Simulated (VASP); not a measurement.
Here is a VASP 6.6.1 calculation.

INCAR

```
SYSTEM = Ca3AsP
PREC = Accurate
ENCUT = 520
EDIFF = 1E-6
ISMEAR = 1
SIGMA = 0.05
LREAL = .FALSE.
LASPH = .TRUE.
NELM = 100
ALGO = Normal
ISIF = 2
LWAVE = .FALSE.
LCHARG = .FALSE.
GGA = PE
NBANDS = 28
```

The input KPOINTS:

```
regular mesh
0
G
  7 7 7
  0 0 0
```

File POSCAR:

```
Ca3AsP
1.0
    5.3338990000      0.0000000000      0.0000000000
    0.0000000000      5.3338990000      0.0000000000
    0.0000000000      0.0000000000      5.3338990000
As Ca P
1 3 1
Direct
    0.0000000000      0.0000000000      0.0000000000
    0.5000000000      0.5000000000      0.0000000000
    0.5000000000      0.0000000000      0.5000000000
    0.0000000000      0.5000000000      0.5000000000
    0.5000000000      0.5000000000      0.5000000000
```

Potentials or basis: VASP PAW PBE potentials, release 64 (As, Ca_sv, P).

The run is started by

```console
$ cat potpaw_PBE.64/As/POTCAR potpaw_PBE.64/Ca_sv/POTCAR potpaw_PBE.64/P/POTCAR > POTCAR
$ mpirun -np 1 vasp_std > vasp.out
```

(1) What does it give for the pressure?

(2) Predict the band gap on the k mesh.

## Answers

(1) 0.0 GPa.

(2) 0.18 eV, direct.
